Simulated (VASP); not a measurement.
Write the native input for VASP 6.6.1 that does the following.

```
Task                   : relaxation of cell and atoms
Functional             : PBEsol
Potentials or basis    : VASP PAW PBE potentials, release 64 (La, O)
Cutoff                 : 600 eV
k mesh                 : 6 × 6 × 4
Occupations            : gaussian, width 0.01 eV
Spin                   : no spin polarisation
Dipole correction      : no
Further INCAR settings : ALGO = Normal; EDIFF = 1e-07; IBRION = 2; EDIFFG = -0.01; NSW = 80; ISIF = 3
```

The structure of La2O3 lies in POSCAR:

```
La2O3
1.0
    3.9307778800      0.0000000000      0.0000000000
   -1.9653889400      3.4041535000      0.0000000000
    0.0000000000      0.0000000000      6.1119535200
La O
2 3
Direct
    0.6666666698      0.3333333294      0.7537643202
    0.3333333302      0.6666666706      0.2462356798
    0.6666666698      0.3333333294      0.3541093503
    0.3333333302      0.6666666706      0.6458906497
    0.0000000000      0.0000000000      0.0000000000
```

One way to write it, as run:

INCAR

```
PREC = Accurate
ENCUT = 600
EDIFF = 1E-7
ISMEAR = 0
SIGMA = 0.01
LREAL = False
LASPH = True
NELM = 100
ALGO = Normal
ISIF = 3
LWAVE = False
LCHARG = False
GGA = PS
IBRION = 2
NSW = 80
EDIFFG = -0.01
```

KPOINTS

```
regular mesh
0
Gamma
  6 6 4
```

Potentials or basis: VASP PAW PBE potentials, release 64 (La, O).

The run is started by

```console
$ cat potpaw_PBE.64/La/POTCAR potpaw_PBE.64/O/POTCAR > POTCAR
$ mpirun -np 1 vasp_std > vasp.out
```

It gave:

- Relaxed volume: 15.92 Å³/atom
- Relaxed cell: a = 3.904 Å, b = 3.904 Å, c = 6.033 Å, α = 90.00°, β = 90.00°, γ = 120.00°
- Space group after relaxing (to 0.1 Å): P-3m1 (No. 164)
- Energy gained by relaxing: 4.4 meV/atom
- Ionic steps: 11
- Pressure after relaxing: 0.0 GPa
- Largest force after relaxing: 0.009 eV/Å
- Band gap on the k mesh: 3.79 eV (least direct gap 3.87 eV)

Caveat: the PAW data sets were made with another functional, which shifts forces and pressure a little; spin-orbit coupling is left out, which moves the levels of the heavy elements.

Wall time 8.1 min on 1 thread of AMD EPYC 7R43 64-Core Processor (Zen 3), on a shared host, peak memory 0.22 GiB.
